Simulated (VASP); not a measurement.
# CsBr (CsCl type) (Pm-3m) in VASP: a series of runs

Runs on CsBr (CsCl type). Level: PBE. Tasks: single point.

All numbers are computed with VASP 6.6.1; they aren't measurements. Logs are shortened: lines on timing, memory, paths and dates and some standing lists are left out, and cuts for length are marked.

## Step 1: The cell of the first run

It takes space group Pm-3m (No. 221, cubic). Conventional cell: a = 3.701 Å, b = 3.701 Å, c = 3.701 Å, α = 90.00°, β = 90.00°, γ = 90.00°. Within 4.2 Å of Cs (site symmetry m-3m) lie 8 Br at 3.21 Å and 6 Cs at 3.70 Å. Br (site symmetry m-3m) has 8 Cs at 3.21 Å and 6 Br at 3.70 Å within 4.2 Å.

## Step 2: Single point, PBE (volume scaled by 0.6)

Contents of INCAR:

```
SYSTEM = CsBr
  PREC = Accurate
  ENCUT = 500
  EDIFF = 1E-6
  ISMEAR = -1
  SIGMA = 0.1
  LREAL = .False.
  LASPH = .True.
  NELM = 120
  ALGO = Normal
  ISIF = 2
  LWAVE = .False.
  LCHARG = .False.
  GGA = PE
  NBANDS = 15
  GGA_COMPAT = .False.
```

Contents of KPOINTS:

```
regular mesh
0
Gamma
  11 11 11
  0 0 0
```

Contents of POSCAR:

```
CsBr
1.0
    3.7011708484      0.0000000000      0.0000000000
    0.0000000000      3.7011708484      0.0000000000
    0.0000000000      0.0000000000      3.7011708484
Cs Br
1 1
Direct
    0.0000000000      0.0000000000      0.0000000000
    0.5000000000      0.5000000000      0.5000000000
```

Potentials or basis: VASP PAW PBE potentials, release 64 (Cs_sv, Br).

Started as:

```bash
> cat potpaw_PBE.64/Cs_sv/POTCAR potpaw_PBE.64/Br/POTCAR > POTCAR
> mpirun -np 1 vasp_std > vasp.out
```

OUTCAR:

```text
SYSTEM = CsBr
   PREC = Accurate
   ENCUT = 500
   EDIFF = 1E-6
   ISMEAR = -1
   LREAL = .False.
   LASPH = .True.
   NELM = 120
   ISIF = 2
   GGA = PE

 ion  position               nearest neighbor table
   1  0.000  0.000  0.000-
   2  0.500  0.500  0.500-

  LATTYP: Found a simple cubic cell.
 ALAT       =     3.7011708484

  Lattice vectors:

 A1 = (   3.7011708484,   0.0000000000,   0.0000000000)
 A2 = (   0.0000000000,   3.7011708484,   0.0000000000)
 A3 = (   0.0000000000,   0.0000000000,   3.7011708484)

Analysis of symmetry for initial positions (statically):
=====================================================================
 Subroutine PRICEL returns:
 Original cell was already a primitive cell.

 Routine SETGRP: Setting up the symmetry group for a
 simple cubic supercell.

 Subroutine GETGRP returns: Found 48 space group operations
 (whereof 48 operations were pure point group operations)
 out of a pool of 48 trial point group operations.

The static configuration has the point symmetry O_h .

Analysis of symmetry for dynamics (positions and initial velocities):
=====================================================================
 Subroutine PRICEL returns:
 Original cell was already a primitive cell.

 Routine SETGRP: Setting up the symmetry group for a
 simple cubic supercell.

 Subroutine GETGRP returns: Found 48 space group operations
 (whereof 48 operations were pure point group operations)
 out of a pool of 48 trial point group operations.

The dynamic configuration has the point symmetry O_h .

 Subroutine INISYM returns: Found 48 space group operations
 (whereof 48 operations are pure point group operations),
 and found     1 'primitive' translations

----------------------------------------------------------------------------------------

                                     Primitive cell

  volume of cell :      50.7011

  direct lattice vectors                    reciprocal lattice vectors
     3.701170848  0.000000000  0.000000000     0.270184772  0.000000000  0.000000000
     0.000000000  3.701170848  0.000000000     0.000000000  0.270184772  0.000000000
     0.000000000  0.000000000  3.701170848     0.000000000  0.000000000  0.270184772

  length of vectors
     3.701170848  3.701170848  3.701170848     0.270184772  0.270184772  0.270184772

  position of ions in fractional coordinates (direct lattice)
     0.000000000  0.000000000  0.000000000
     0.500000000  0.500000000  0.500000000

[... 79 lines left out ...]
   NSW    =      0    number of steps for IOM
   IBRION =     -1    ionic relax: 0-MD 1-quasi-New 2-CG
   NFREE  =      0    steps in history (QN), initial steepest desc. (CG)
   ISIF   =      2    stress and relaxation
   ISYM   =      2    0-nonsym 1-usesym 2-fastsym
   POTIM  = 0.5000    time-step for ionic-motion
   TEBEG  =    0.0;   TEEND  =   0.0 temperature during run
   PSTRESS=    0.0 pullay stress
   NELECT =      16.0000    total number of electrons
   NUPDOWN=      -1.0000    fix difference up-down
   EMIN   =  10.00;   EMAX   =-10.00  energy-range for DOS
   EFERMI =   0.00;   METHOD = LEGACY
   ISMEAR =    -1;   SIGMA  =   0.10  broadening in eV -4-tet -1-fermi 0-gaus
   EFERMI_NEDOS =   21; number of points for ismear=-14 and -15
   IALGO  =     38    algorithm
   IMIX   =      4    mixing-type and parameters
     AMIX     =   0.40;   BMIX     =  1.00
     AMIX_MAG =   1.60;   BMIX_MAG =  1.00
  volume/ion in A,a.u.               =      25.35       171.07
  Fermi-wavevector in a.u.,A,eV,Ry     =   1.114574  2.106240 16.902189  1.242276
  Thomas-Fermi vector in A             =   2.251171
   LORBIT       =      0    0 simple, 1 ext, 2 COOP (PROOUT), +10 PAW based schemes
   GGA     = PE    functional components
   LHFCALC =     F    Hartree Fock is set to
   AEXX    =    0.0000 exact exchange contribution
   IVDW    =     0    specifies the selected vdW correction
   LEPSILON=     F    determine dielectric tensor
   LRPA    =     F    only Hartree local field effects (RPA)
 non-spin polarized calculation
  energy-cutoff  :      500.00
  volume of cell :       50.70
 maximum number of plane-waves:      1319
 NGX is ok and might be reduce to    28
   NGX = 13   NGY = 13   NGZ = 13

 number of electron      15.9999996 magnetization

 Free energy of the ion-electron system (eV)
  ---------------------------------------------------
  ext. energy  EPLUGINS =         0.00000000
  ---------------------------------------------------
  free energy    TOTEN  =        -4.53665963 eV

  energy without entropy =       -4.53665963  energy(sigma->0) =       -4.53665963

 E-fermi :   4.8973     XC(G=0): -10.1942

 val. band max:        3.0483578160   @ k =   0.0000   0.0000   0.0000
 cond. band min:       6.6162843964   @ k =   0.0000   0.0000   0.0000
 fundamental gap:      3.5679265804
 Fermi energy:         4.8972723448

 k-point     1 :       0.0000    0.0000    0.0000
  band No.  band energies     occupation
      1     -17.1058      2.00000
      2     -10.3440      2.00000
      3      -3.3088      2.00000
      4      -3.3088      2.00000
      5      -3.3088      2.00000
      6       3.0484      2.00000
      7       3.0484      2.00000
      8       3.0484      2.00000
      9       6.6163      0.00000
     10       6.6163      0.00000
     11       9.8461      0.00000
     12      13.0836      0.00000
     13      13.0836      0.00000
     14      13.0836      0.00000
[... 401 lines left out ...]
      2     -10.6115      2.00000
      3      -3.9098      2.00000
      4      -3.1982      2.00000
      5      -2.9501      2.00000
      6       1.2819      2.00000
      7       2.2938      2.00000
      8       2.6022      2.00000
      9       7.8368      0.00000
     10       9.6216      0.00000
     11      11.1034      0.00000
     12      12.0108      0.00000
     13      12.8548      0.00000
     14      14.0146      0.00000
     15      14.2062      0.00000

 [... further k-points ...]
[... 5 lines left out ...]
  --------------------------------------------------------------------------------------
  -------------------------------------------------------------------------------------
  Total        7.3818757      7.3818757      7.3818757      0.0000000      0.0000000     -0.0000000
  in kB      233.2705485    233.2705485    233.2705485      0.0000000      0.0000000     -0.0000000
  external PRESSURE =     233.2705485 kB  Pullay stress =       0.0000000 kB

 VOLUME and BASIS-vectors are now :
 -----------------------------------------------------------------------------
  energy-cutoff  :      500.00
  volume of cell :       50.70
      direct lattice vectors                 reciprocal lattice vectors
     3.701170848  0.000000000  0.000000000     0.270184772  0.000000000  0.000000000
     0.000000000  3.701170848  0.000000000     0.000000000  0.270184772  0.000000000
     0.000000000  0.000000000  3.701170848     0.000000000  0.000000000  0.270184772

 POSITION                                       TOTAL-FORCE (eV/Angst)
 -----------------------------------------------------------------------------------
      0.00000      0.00000      0.00000         0.000000      0.000000      0.000000
      1.85059      1.85059      1.85059         0.000000      0.000000      0.000000
 -----------------------------------------------------------------------------------
    total drift:                                0.000000      0.000000      0.000000

  FREE ENERGIE OF THE ION-ELECTRON SYSTEM (eV)
  ---------------------------------------------------
  free  energy   TOTEN  =        -4.5366596316 eV

  energy  without entropy=       -4.5366596302  energy(sigma->0) =       -4.53665963
```

stdout:

```text
POSCAR found type information on POSCAR CsBr
 POSCAR found :  2 types and       2 ions
 scaLAPACK will be used
 LDA part: xc-table for (Slater+PW92), standard interpolation
 POSCAR, INCAR and KPOINTS ok, starting setup
 FFT: planning ... GRIDC
 FFT: planning ... GRID_SOFT
 FFT: planning ... GRID
 WAVECAR not read
 entering main loop
```

It took 36 s on 1 thread of AMD EPYC 7R43 (Zen 3), shared host; peak memory 0.14 GiB.

Results:

| Property | Result |
| --- | --- |
| Free energy | -4.5367 eV |
| Pressure | 23.3 GPa |
| Band gap on the k mesh | 3.57 eV, direct |

Levels at points of the mesh, in eV from the valence-band top:
```csv
k point,band 5,band 6,band 7,band 8,band 9,band 10,band 11,band 12
"(0.00, 0.00, 0.00)",-6.36,0.00,0.00,0.00,3.57,3.57,6.80,10.04
```

Caveat: spin-orbit coupling is left out, which moves the levels of the heavy elements. A k mesh can miss the band edges.

## Step 3: Single point, PBE (volume scaled by 0.6)

Contents of INCAR:

```
ALGO = Normal
EDIFF = 1E-6
ENCUT = 500
GGA = PE
GGA_COMPAT = False
ISIF = 2
ISMEAR = -1
LASPH = True
LCHARG = True
LELF = True
LREAL = False
LVHAR = True
LWAVE = False
NBANDS = 15
NELM = 120
PREC = Accurate
SIGMA = 0.1
```

Contents of KPOINTS:

```
k-points
0
Gamma
  11 11 11
```

POSCAR is that of step 2.

Potentials or basis: VASP PAW PBE potentials, release 64 (Cs_sv, Br).

Started as:

```bash
> cat potpaw_PBE.64/Cs_sv/POTCAR potpaw_PBE.64/Br/POTCAR > POTCAR
> mpirun -np 1 vasp_std > vasp.out
```

Run time: 36 s. Hardware: 1 thread of AMD EPYC 7R43 (Zen 3), shared host; peak memory 0.14 GiB.

Results (log left out):

* Free energy: -4.5367 eV
* Pressure: 23.3 GPa
* Band gap on the k mesh: 3.57 eV, direct

Levels at points of the mesh, in eV from the valence-band top:
| k point | band 6 | band 7 | band 8 | band 9 | band 10 | band 11 |
| --- | --- | --- | --- | --- | --- | --- |
| (0.00, 0.00, 0.00) | 0.00 | 0.00 | 0.00 | 3.57 | 3.57 | 6.80 |

Caveat: spin-orbit coupling is left out, which moves the levels of the heavy elements.

## Step 4: Single point, PBE (volume scaled by 0.7)

Contents of INCAR:

```
  ALGO = Normal
  EDIFF = 1E-6
  ENCUT = 500
  GGA = PE
  GGA_COMPAT = F
  ISIF = 2
  ISMEAR = -1
  LASPH = T
  LCHARG = F
  LREAL = F
  LWAVE = F
  NBANDS = 15
  NELM = 120
  PREC = Accurate
  SIGMA = 0.1
```

KPOINTS is that of step 3.

Contents of POSCAR:

```
CsBr
1.0
    3.8963210018      0.0000000000      0.0000000000
    0.0000000000      3.8963210018      0.0000000000
    0.0000000000      0.0000000000      3.8963210018
Cs Br
1 1
Direct
    0.0000000000      0.0000000000      0.0000000000
    0.5000000000      0.5000000000      0.5000000000
```

Started as:

```bash
> cat potpaw_PBE.64/Cs_sv/POTCAR potpaw_PBE.64/Br/POTCAR > POTCAR
> mpirun -np 1 vasp_std > vasp.out
```

It took 38 s on 1 thread of AMD EPYC 7R43 (Zen 3), shared host; peak memory 0.15 GiB.

Results (log left out):

| Item | Value |
| --- | --- |
| Free energy | -5.4058 eV |
| Pressure | 11.1 GPa |
| Band gap on the k mesh | 4.25 eV, direct |

Levels at points of the mesh, in eV from the valence-band top:
```csv
k point,band 6,band 7,band 8,band 9,band 10,band 11
"(0.00, 0.00, 0.00)",0.00,0.00,0.00,4.25,4.25,5.83
```

Caveat: spin-orbit coupling is left out, which moves the levels of the heavy elements. A k mesh can miss the band edges.

## Step 5: Single point, PBE (volume scaled by 0.8)

Contents of INCAR:

```
SYSTEM = CsBr
ALGO = Normal
EDIFF = 1E-6
ENCUT = 500
GGA = PE
GGA_COMPAT = .False.
ISIF = 2
ISMEAR = -1
LASPH = .True.
LCHARG = .False.
LREAL = .False.
LWAVE = .False.
NBANDS = 15
NELM = 120
PREC = Accurate
SIGMA = 0.1
```

Contents of KPOINTS:

```
k-points
0
Gamma
  11 11 11
  0 0 0
```

Contents of POSCAR:

```
CsBr
1.0
    4.0736656257      0.0000000000      0.0000000000
    0.0000000000      4.0736656257      0.0000000000
    0.0000000000      0.0000000000      4.0736656257
Cs Br
1 1
Direct
    0.0000000000      0.0000000000      0.0000000000
    0.5000000000      0.5000000000      0.5000000000
```

Started as:

```bash
> cat potpaw_PBE.64/Cs_sv/POTCAR potpaw_PBE.64/Br/POTCAR > POTCAR
> mpirun -np 1 vasp_std > vasp.out
```

Run time: 44 s. Hardware: 1 thread of AMD EPYC 7R43 (Zen 3), shared host; peak memory 0.16 GiB.

The run converged. Its results:

* Free energy: -5.8114 eV
* Pressure: 5.0 GPa
* Band gap on the k mesh: 4.64 eV, direct

Levels at points of the mesh, in eV from the valence-band top:
| k point | band 6 | band 7 | band 8 | band 9 | band 10 | band 11 |
| --- | --- | --- | --- | --- | --- | --- |
| (0.00, 0.00, 0.00) | 0.00 | 0.00 | 0.00 | 4.64 | 4.64 | 5.15 |

Caveat: spin-orbit coupling is left out, which moves the levels of the heavy elements. A k mesh can miss the band edges.

## Step 6: Single point, PBE (volume scaled by 0.9)

Contents of INCAR:

```
  ALGO = Normal
  EDIFF = 1E-6
  ENCUT = 500
  GGA = PE
  GGA_COMPAT = F
  ISIF = 2
  ISMEAR = -1
  LASPH = T
  LCHARG = F
  LREAL = F
  LWAVE = F
  NBANDS = 15
  NELM = 120
  PREC = Accurate
  SIGMA = 0.1
```

Contents of KPOINTS:

```
k-points
0
Gamma
  11 11 11
```

Contents of POSCAR:

```
CsBr
1.0
    4.2367829843      0.0000000000      0.0000000000
    0.0000000000      4.2367829843      0.0000000000
    0.0000000000      0.0000000000      4.2367829843
Cs Br
1 1
Direct
    0.0000000000      0.0000000000      0.0000000000
    0.5000000000      0.5000000000      0.5000000000
```

Potentials or basis: VASP PAW PBE potentials, release 64 (Cs_sv, Br).

Started as:

```bash
> cat potpaw_PBE.64/Cs_sv/POTCAR potpaw_PBE.64/Br/POTCAR > POTCAR
> mpirun -np 1 vasp_std > vasp.out
```

It took 41 s on 1 thread of AMD EPYC 7R43 (Zen 3), shared host; peak memory 0.18 GiB.

It converged, with:

```
Free energy            : -5.9805 eV
Pressure               : 1.8 GPa
Band gap on the k mesh : 4.65 eV, direct
```

Levels at points of the mesh, in eV from the valence-band top:
```tsv
k point	band 5	band 6	band 7	band 8	band 9	band 10	band 11	band 12
(0.00, 0.00, 0.00)	-6.32	0.00	0.00	0.00	4.65	4.87	4.87	9.23
```

Caveat: spin-orbit coupling is left out, which moves the levels of the heavy elements. A k mesh can miss the band edges.

## Step 7: Summary

| cell | gap on the mesh (eV) | pressure (GPa) |
| --- | --- | --- |
| a = 3.701 Å, 2 atoms | 3.57 | 23.3 |
| a = 3.896 Å, 2 atoms | 4.25 | 11.1 |
| a = 4.074 Å, 2 atoms | 4.64 | 5.0 |
| a = 4.237 Å, 2 atoms | 4.65 | 1.8 |

Alike in all rows: task single point; level PBE; potentials or basis VASP PAW PBE potentials, release 64 (Cs_sv, Br); no spin polarisation; k mesh 11 × 11 × 11; cutoff (eV) 500; smearing fermi-dirac 0.1 eV.

Caveats: spin-orbit coupling is left out, which moves the levels of the heavy elements.

Total energies depend on the potentials used, so only differences within one code and one set of settings carry meaning.
